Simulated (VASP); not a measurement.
A run of VASP 6.6.1 is set up as follows.

INCAR

```
  ALGO = Normal
  EDIFF = 1E-6
  ENCUT = 520
  GGA = PE
  ISIF = 2
  ISMEAR = -1
  LASPH = T
  LCHARG = T
  LELF = T
  LREAL = F
  LVHAR = T
  LWAVE = F
  NBANDS = 18
  NELM = 80
  PREC = Accurate
  SIGMA = 0.05
```

The input KPOINTS:

```
k-points
0
Gamma
  7 7 7
```

POSCAR

```
HfO2
1.0
    0.0000000000      2.6598000000      2.5575000000
    2.6598000000      0.0000000000      2.5575000000
    2.6598000000      2.6598000000      0.0000000000
Hf O
1 2
Direct
    0.0000000000      0.0000000000      0.0000000000
    0.7500000000      0.7500000000      0.7500000000
    0.2500000000      0.2500000000      0.2500000000
```

Potentials or basis: VASP PAW PBE potentials, release 64 (Hf_pv, O).

Command:

```console
$ cat potpaw_PBE.64/Hf_pv/POTCAR potpaw_PBE.64/O/POTCAR > POTCAR
$ mpirun -np 1 vasp_std > vasp.out
```

What does it give for the band gap on the k mesh?

3.25 eV (least direct gap 3.51 eV).

Predict the pressure.

-20.8 GPa.

Stress tensor (GPa, compression positive):
```
-26.14   0.00   0.00
  0.00 -26.14   0.00
  0.00   0.00 -10.24
```

Caveat: the cell stands under tension; spin-orbit coupling is left out, which moves the levels of the heavy elements; an odd mesh through Γ misses points on the zone boundary, where band edges can lie. Expect the measured gap to be larger: semilocal functionals such as PBE lack the derivative discontinuity.
